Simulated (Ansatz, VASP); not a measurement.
## Hf in VASP and in Ansatz

```xyz
1
Lattice="2.6622 0.0000 0.0000 -1.3311 2.3056 0.0000 0.0000 0.0000 2.5883" Properties=species:S:1:pos:R:3 pbc="T T T"
Hf    0.0000    0.0000    0.0000
```

Change from the starting cell: volume scaled by 0.68, PAW files.

Alike in both runs: task single point; functional PBE; k mesh 16 × 16 × 15; occupations fermi-dirac, width 0.1 eV; no spin polarisation.

|  | VASP | Ansatz |
| --- | --- | --- |
| version | VASP 6.6.1 | Ansatz 0.2.0 |
| potentials or method | VASP PAW PBE potentials, release 64 (Hf_pv) | PAW with Ansatz's default frozen-core files, scalar-relativistic |
| plane-wave cutoff (eV) | 520 | 420 |
| valence electrons in the cell | 10 | 26 |

Ansatz gave:

```
pressure (GPa)                                                : 68.8
traceless stress, the component that is largest in VASP (GPa) : -0.03
```

Problem. Estimate VASP's values.

Solution. Pressure (GPa): 67.5; traceless stress, the component that is largest in VASP (GPa): -0.32.

Both programs put the cell under a high pressure, so it lies far from rest at this level. The functional is the same, so the differences come from potentials, cutoffs and numerics. VASP's potentials hold 10 valence electrons a cell and Ansatz's 26, so a difference there can come from the potentials and not from the codes.

Neither program's run includes spin-orbit coupling. Noted on VASP's run: the cell as given lies far from equilibrium.
